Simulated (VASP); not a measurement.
# H2CI2 (Fmm2) in VASP: a series of runs

H2CI2 is run at these levels: PBEsol; tasks: single point, relaxation of shape and atoms at fixed volume.

Everything below comes from runs of VASP 6.6.1. Logs are shortened: lines on timing, memory, paths and dates and some standing lists are left out, and cuts for length are marked.

## (1) The cell of the first run

Symmetry: Fmm2, No. 42, orthorhombic system. The conventional cell has a = 7.364 Å, b = 12.675 Å, c = 4.751 Å, α = 90.00°, β = 90.00°, γ = 90.00°. Within 1.5 Å of H (site symmetry m) lie 1 C at 1.10 Å. Within 1.5 Å of C (site symmetry mm2) lie 2 H at 1.10 Å. I (site symmetry m) has 1 C at 2.14 Å and 2 H at 2.69 Å within 2.8 Å.

## (2) Single point, PBEsol (22.17 Å³/atom)

Contents of INCAR:

```
SYSTEM = H2CI2
ALGO = Normal ; EDIFF = 1E-6
ENCUT = 600 ; GGA = PS
GGA_COMPAT = .FALSE. ; ISIF = 2
ISMEAR = 0 ; LASPH = .TRUE.
LCHARG = .FALSE. ; LREAL = .FALSE.
LWAVE = .FALSE. ; NBANDS = 18
NELM = 120 ; PREC = Accurate
SIGMA = 0.02
```

Contents of KPOINTS:

```
k-points
0
G
  6 6 6
  0 0 0
```

Contents of POSCAR:

```
H2CI2
1.0
    0.0000000000      6.3377367671      2.3753363509
    3.6821715414      0.0000000000      2.3753363509
    3.6821715414      6.3377367671      0.0000000000
H C I
2 1 2
Direct
    0.7420023167      0.9893216820      0.2579976833
    0.9893216820      0.7420023167      0.0106783180
    0.9945933726      0.9945933726      0.0054066274
    0.3854500153      0.1046526133      0.8953473867
    0.1046526133      0.3854500153      0.6145499847
```

Potentials or basis: VASP PAW PBE potentials, release 64 (H, C, I).

Launch:

```console
cat potpaw_PBE.64/H/POTCAR potpaw_PBE.64/C/POTCAR potpaw_PBE.64/I/POTCAR > POTCAR
mpirun -np 1 vasp_std > vasp.out
```

OUTCAR:

```text
SYSTEM = H2CI2
   EDIFF = 1E-6
   ENCUT = 600
   GGA = PS
   ISIF = 2
   ISMEAR = 0
   LASPH = .TRUE.
   LREAL = .FALSE.
   NELM = 120
   PREC = Accurate

 ion  position               nearest neighbor table
   1  0.742  0.989  0.258-   3 1.10
   2  0.989  0.742  0.011-   3 1.10
   3  0.995  0.995  0.005-   1 1.10   2 1.10   4 2.14   5 2.14
   4  0.385  0.105  0.895-   3 2.14   5 3.56
   5  0.105  0.385  0.615-   3 2.14   4 3.56

  LATTYP: Found a face centered orthorhombic cell.
 ALAT       =     4.7506727018
 B/A-ratio  =     1.5501684804
 C/A-ratio  =     2.6681428778

  Lattice vectors:

 A1 = (   3.6821715414,   6.3377367671,   0.0000000000)
 A2 = (   0.0000000000,   6.3377367671,   2.3753363509)
 A3 = (   3.6821715414,   0.0000000000,   2.3753363509)

Analysis of symmetry for initial positions (statically):
=====================================================================
 Subroutine PRICEL returns:
 Original cell was already a primitive cell.

 Routine SETGRP: Setting up the symmetry group for a
 face centered orthorhombic supercell.

 Subroutine GETGRP returns: Found  4 space group operations
 (whereof  4 operations were pure point group operations)
 out of a pool of  8 trial point group operations.

The static configuration has the point symmetry C_2v.

Analysis of symmetry for dynamics (positions and initial velocities):
=====================================================================
 Subroutine PRICEL returns:
 Original cell was already a primitive cell.

 Routine SETGRP: Setting up the symmetry group for a
 face centered orthorhombic supercell.

 Subroutine GETGRP returns: Found  4 space group operations
 (whereof  4 operations were pure point group operations)
 out of a pool of  8 trial point group operations.

The dynamic configuration has the point symmetry C_2v.

 Subroutine INISYM returns: Found  4 space group operations
 (whereof  4 operations are pure point group operations),
 and found     1 'primitive' translations

----------------------------------------------------------------------------------------

                                     Primitive cell

  volume of cell :     110.8647

[... 92 lines left out ...]
   ENCUT  =  600.0 eV  44.10 Ry    6.64 a.u.  13.52  8.75 14.64*2*pi/ulx,y,z
   NELM   =    120;   NELMIN=  2; NELMDL= -5     # of ELM steps
   EDIFF  = 0.1E-05   stopping-criterion for ELM
   LREAL  =      F    real-space projection
   EDIFFG = 0.1E-04   stopping-criterion for IOM
   NSW    =      0    number of steps for IOM
   IBRION =     -1    ionic relax: 0-MD 1-quasi-New 2-CG
   NFREE  =      0    steps in history (QN), initial steepest desc. (CG)
   ISIF   =      2    stress and relaxation
   ISYM   =      2    0-nonsym 1-usesym 2-fastsym
   POTIM  = 0.5000    time-step for ionic-motion
   TEBEG  =    0.0;   TEEND  =   0.0 temperature during run
   PSTRESS=    0.0 pullay stress
   NELECT =      20.0000    total number of electrons
   NUPDOWN=      -1.0000    fix difference up-down
   EMIN   =  10.00;   EMAX   =-10.00  energy-range for DOS
   EFERMI =   0.00;   METHOD = LEGACY
   ISMEAR =     0;   SIGMA  =   0.02  broadening in eV -4-tet -1-fermi 0-gaus
   EFERMI_NEDOS =   21; number of points for ismear=-14 and -15
   IALGO  =     38    algorithm
   IMIX   =      4    mixing-type and parameters
     AMIX     =   0.40;   BMIX     =  1.00
     AMIX_MAG =   1.60;   BMIX_MAG =  1.00
  volume/ion in A,a.u.               =      22.17       149.63
  Fermi-wavevector in a.u.,A,eV,Ry     =   0.925026  1.748045 11.642128  0.855672
  Thomas-Fermi vector in A             =   2.050835
   LORBIT       =      0    0 simple, 1 ext, 2 COOP (PROOUT), +10 PAW based schemes
   GGA     = PS    functional components
   LHFCALC =     F    Hartree Fock is set to
   AEXX    =    0.0000 exact exchange contribution
   IVDW    =     0    specifies the selected vdW correction
   LEPSILON=     F    determine dielectric tensor
   LRPA    =     F    only Hartree local field effects (RPA)
 non-spin polarized calculation
 Gauss-broadening in eV      SIGMA  =   0.02
  energy-cutoff  :      600.00
  volume of cell :      110.86
 maximum number of plane-waves:      3719
   NGX = 27   NGY = 17   NGZ = 29

 number of electron      20.0000000 magnetization

 Free energy of the ion-electron system (eV)
  ---------------------------------------------------
  ext. energy  EPLUGINS =         0.00000000
  ---------------------------------------------------
  free energy    TOTEN  =       -19.27601805 eV

  energy without entropy =      -19.27601805  energy(sigma->0) =      -19.27601805

 E-fermi :   1.4426     XC(G=0):  -8.1075

 val. band max:        1.3630052460   @ k =   0.0000   0.0000   0.0000
 cond. band min:       4.0651576058   @ k =   0.5000   0.0000   0.5000
 fundamental gap:      2.7021523598
 Fermi energy:         1.4426068600

 k-point     1 :       0.0000    0.0000    0.0000
  band No.  band energies     occupation
      1     -12.5490      2.00000
      2     -10.2036      2.00000
      3      -8.4649      2.00000
      4      -3.6613      2.00000
      5      -3.0775      2.00000
      6      -1.8148      2.00000
[... 481 lines left out ...]
      5      -2.9217      2.00000
      6      -2.2764      2.00000
[... 10 lines left out ...]
     17      10.9272      0.00000
     18      10.9642      0.00000

 [... further k-points ...]

------------------------ aborting loop because EDIFF is reached ----------------------------------------

  FORCE on cell =-STRESS in cart. coord.  units (eV):
  Direction    XX          YY          ZZ          XY          YZ          ZX
  --------------------------------------------------------------------------------------
  -------------------------------------------------------------------------------------
  Total       -0.0971592     -0.1630510     -0.1249358      0.0000000      0.0000000      0.0000000
  in kB       -1.4041095     -2.3563543     -1.8055283      0.0000000      0.0000000      0.0000000
  external PRESSURE =      -1.8553307 kB  Pullay stress =       0.0000000 kB

 VOLUME and BASIS-vectors are now :
 -----------------------------------------------------------------------------
  energy-cutoff  :      600.00
  volume of cell :      110.86
      direct lattice vectors                 reciprocal lattice vectors
     0.000000000  6.337736767  2.375336351    -0.135789437  0.078892516  0.210496505
     3.682171541  0.000000000  2.375336351     0.135789437 -0.078892516  0.210496505
     3.682171541  6.337736767  0.000000000     0.135789437  0.078892516 -0.210496505

 POSITION                                       TOTAL-FORCE (eV/Angst)
 -----------------------------------------------------------------------------------
      4.59284      6.33774      4.11248         0.027862      0.000000     -0.014648
      2.77150      6.33774      4.11248        -0.027862      0.000000     -0.014648
      3.68217      6.33774      4.72499         0.000000      0.000000      0.025812
      3.68217      8.11736      1.16416         0.000000      0.003530      0.001742
      3.68217      4.55812      1.16416         0.000000     -0.003530      0.001742
 -----------------------------------------------------------------------------------
    total drift:                               -0.000002     -0.000001      0.000224

  FREE ENERGIE OF THE ION-ELECTRON SYSTEM (eV)
  ---------------------------------------------------
  free  energy   TOTEN  =       -19.2760180473 eV

  energy  without entropy=      -19.2760180473  energy(sigma->0) =      -19.27601805
```

It took 3.8 min on 1 thread of Intel Xeon 8259CL, shared host; peak memory 0.39 GiB.

Results:

- Free energy: -19.2760 eV
- Pressure: -0.2 GPa
- Largest force: 0.031 eV/Å
- Band gap on the k mesh: 2.70 eV (least direct gap 2.83 eV)

Forces in eV/Å, atoms in the order of the input:
```
H    0.028  0.000 -0.015
H   -0.028  0.000 -0.015
C    0.000  0.000  0.026
I    0.000  0.004  0.002
I    0.000 -0.004  0.002
```

Stress tensor (GPa, compression positive):
```
-0.14  0.00  0.00
 0.00 -0.24  0.00
 0.00  0.00 -0.18
```

Levels at points of the mesh, in eV from the valence-band top:
```
           k point  band 7  band 8  band 9  band 10  band 11  band 12  band 13  band 14
(0.00, 0.00, 0.00)   -0.95   -0.27   -0.11     0.00     3.08     4.78     5.09     5.99
(0.50, 0.00, 0.00)   -1.66   -0.91   -0.62    -0.14     3.55     4.71     5.51     6.75
(0.50, 0.50, 0.00)   -2.15   -1.64   -0.51    -0.46     2.94     4.04     6.87     7.65
(0.50, 0.00, 0.50)   -1.36   -0.40   -0.19    -0.12     2.70     4.39     6.19     6.66
(0.00, 0.50, 0.50)   -1.46   -1.17   -0.97    -0.39     3.34     4.37     6.38     6.77
```

Caveat: this functional lacks dispersion, which holds the molecules together, so the pressure and a relaxed volume are unreliable; the PAW data sets were made with another functional, which shifts forces and pressure a little; spin-orbit coupling is left out, which moves the levels of the heavy elements. A k mesh can miss the band edges.

[end of part 1 of 2]
